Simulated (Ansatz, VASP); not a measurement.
# Ru in VASP and in Ansatz

```xyz
1
Lattice="-1.5098 1.5098 1.5098 1.5098 -1.5098 1.5098 1.5098 1.5098 -1.5098" Properties=species:S:1:pos:R:3 pbc="T T T"
Ru    0.0000    0.0000    0.0000
```

Alike in both runs: task single point; functional BLYP; k mesh 16 × 16 × 16; occupations fermi-dirac, width 0.1 eV; no spin polarisation.

```csv
,VASP,Ansatz
version,VASP 6.6.1,Ansatz 0.2.0
potentials or method,"VASP PAW PBE potentials, release 64 (Ru_pv), cutoff 520 eV","plane waves (420 eV) with PAW, scalar-relativistic"
valence electrons in the cell,14,16
```

Ansatz gave:

```
pressure (GPa) : 24.4
```

**Question.** What did VASP give for the same quantities?

**Answer.** Pressure (GPa): 25.2.

VASP's potentials were made for PBE, not for BLYP. VASP's potentials hold 14 valence electrons a cell and Ansatz's 16, so a difference there can come from the potentials and not from the codes.
